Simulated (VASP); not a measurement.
A run of VASP 6.6.1 is set up as follows.

INCAR

```
SYSTEM = H22SO10
ALGO = Normal ; EDIFF = 1E-6
ENCUT = 520 ; GGA_COMPAT = .False.
ISIF = 2 ; ISMEAR = -1
LASPH = .True. ; LCHARG = .False.
LREAL = Auto ; LWAVE = .False.
NBANDS = 66 ; NELM = 120
PREC = Accurate ; SIGMA = 0.05
```

File KPOINTS:

```
k-points
0
Gamma
  1 1 1
  0 0 0
```

File POSCAR:

```
H22SO10
1.0
    7.1137870000      0.0000000000      0.0000000000
    0.0000000000      7.1137870000      0.0000000000
    0.0000000000      0.0000000000      7.1137870000
O H S
10 22 1
Direct
    0.6717519094      0.3830308667      0.4086290467
   -0.0200455819      0.1323626923      0.2538169895
    0.3233439517      0.5766267671      0.1680117777
    0.2241422185      0.4282669695      0.8204912517
    0.9596857483      0.6663820550      0.9871816516
    0.0398381340      0.7409274413      0.4912432717
    0.5485685754     -0.0731396653      0.5654512849
    0.4532606894      0.5762753369      0.6028012928
    0.2163685812      0.1414014786      0.5473455981
    0.6770795921      0.7164538382      0.2483768491
    0.7000631309      0.5211710725      0.3888927234
    0.7820869531      0.3169900926      0.3699436039
   -0.0429447775      0.1886618196      0.1387587230
   -0.1241111099      0.0416374570      0.2515818930
    0.2595523313      0.5440983825      0.0448425009
    0.2565862599      0.6592831638      0.2396332643
    0.2099303789      0.3047040908      0.7599046752
    0.3164699758      0.5098831326      0.7338707217
    1.0652272833      0.7674112256      0.9633687374
    1.0325020977      0.5614449800      0.9157147944
   -0.0754309906      0.6905182851      0.5348909097
    0.1461668729      0.6642875307      0.5299849433
    0.5943247949     -0.0723946331      0.4289838872
    0.4304880087     -0.0074081498      0.5799864404
    0.4920585899      0.7187451634      0.5887019108
    0.5374212076      0.4783809243      0.5513800174
    0.2262367428      0.1881276457      0.4116372897
    0.1158876418      0.0363941175      0.5350736535
    0.5587600528      0.6613776881      0.1868624967
    0.7941058679      0.6765032464      0.1708794486
    0.4927614504      0.0967979502      0.8940666905
    0.4729970127      0.3108752061      1.0692757599
    0.5718473156      0.1414436502      1.0618535528
```

Potentials or basis: VASP PAW LDA potentials, release 64 (O, H, S).

Launch:

```console
$ cat potpaw_LDA.64/O/POTCAR potpaw_LDA.64/H/POTCAR potpaw_LDA.64/S/POTCAR > POTCAR
$ mpirun -np 1 vasp_gam > vasp.out
```

Problem. What does it give for the largest force?

Solution. 4.737 eV/Å.

Problem. Predict the band gap on the k mesh.

Solution. 3.40 eV.

Stress tensor (GPa, compression positive):
```
-2.19 -1.69  0.18
-1.69 -2.18 -0.73
 0.18 -0.73 -1.23
```

Caveat: the k points lie up to 0.88 Å⁻¹ apart.
